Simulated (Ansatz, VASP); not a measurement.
## C in VASP and in Ansatz

Contents of INCAR:

```
ALGO = Normal
EDIFF = 1E-7
ENCUT = 520
GGA = PE
ISIF = 2
ISMEAR = -1
LASPH = True
LCHARG = False
LREAL = False
LWAVE = False
NBANDS = 11
NELM = 100
PREC = Accurate
SIGMA = 0.05
```

Contents of KPOINTS:

```
k-points
0
Gamma
  13 13 13
```

The input POSCAR:

```
C
1.0
    0.0000000000      1.8034657455      1.8034657455
    1.8034657455      0.0000000000      1.8034657455
    1.8034657455      1.8034657455      0.0000000000
C
2
Direct
    0.0000000000      0.0000000000      0.0000000000
    0.2500000000      0.2500000000      0.2500000000
```

Input for Ansatz:

```yaml
crystal:
  lattice:
    - [0.0, 1.8034657455, 1.8034657455]
    - [1.8034657455, 0.0, 1.8034657455]
    - [1.8034657455, 1.8034657455, 0.0]
  atoms:
    - { symbol: C, position: [0.0, 0.0, 0.0] }
    - { symbol: C, position: [0.25, 0.25, 0.25] }
kpoints:
  mp_grid: { grid: [13, 13, 13] }
scf:
  occupations: { method: fermi_dirac, width: 0.05 }
hamiltonian:
  xc: pbe
  pseudopotentials: { kind: all_electron, lapw: { basis_error: 0.0005 } }
output:
  forces: true
  stress: true
  eigenvalues: true
```

Change from the starting cell: volume scaled by 1.03.

Alike in both runs: task single point; functional PBE; k mesh 13 × 13 × 13; occupations fermi-dirac, width 0.05 eV; no spin polarisation.

```csv
,VASP,Ansatz
version,VASP 6.6.1,Ansatz 0.2.0
potentials or method,"VASP PAW PBE potentials, release 64 (C), cutoff 520 eV","all-electron LAPW, scalar-relativistic"
```

|  | VASP | Ansatz | Ansatz less VASP |
| --- | --- | --- | --- |
| gap on the k mesh at the Fermi level (eV) | 4.07 | 4.08 | +0.008 |
| pressure (GPa) | -11.6 | -12.1 | -0.59 |

Ansatz ran all-electron here, and VASP with PAW potentials.
